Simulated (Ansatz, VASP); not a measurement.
Two plane-wave programs on Rh

```
Rh
1.0
     2.73098    0.00000    0.00000
    -1.36549    2.36510    0.00000
     0.00000    0.00000    4.42849
Rh
2
Direct
  0.69838 0.39676 0.75000
  0.33333 0.66667 0.25000
```

Alike in both runs: task single point; functional PBEsol; k mesh 18 × 18 × 12; occupations gaussian, width 0.15 eV; no spin polarisation.

|  | VASP | Ansatz |
| --- | --- | --- |
| version | VASP 6.6.1 | Ansatz 0.2.0 |
| potentials or method | VASP PAW PBE potentials, release 64 (Rh_pv), cutoff 520 eV | scalar-relativistic, plane waves, PAW |
| valence electrons in the cell | 30 | 34 |

|  | VASP | Ansatz | Ansatz less VASP |
| --- | --- | --- | --- |
| gap on the k mesh at the Fermi level (eV) | none | none | - |
| pressure (GPa) | -13.0 | -13.0 | -0.07 |
| traceless stress, the component that is largest in VASP (GPa) | 1.18 | 1.17 | -0.009 |
| rms of the force components (eV/Å) | 0.283 | 0.284 | +0.0001 |

VASP's potentials were made for PBE, not for PBEsol. Atom by atom the forces differ by 0.000 eV/Å (rms over components). A gap of «none» marks a metal or a gap that the smearing closes. VASP's potentials hold 30 valence electrons a cell and Ansatz's 34, so a difference there can come from the potentials and not from the codes.
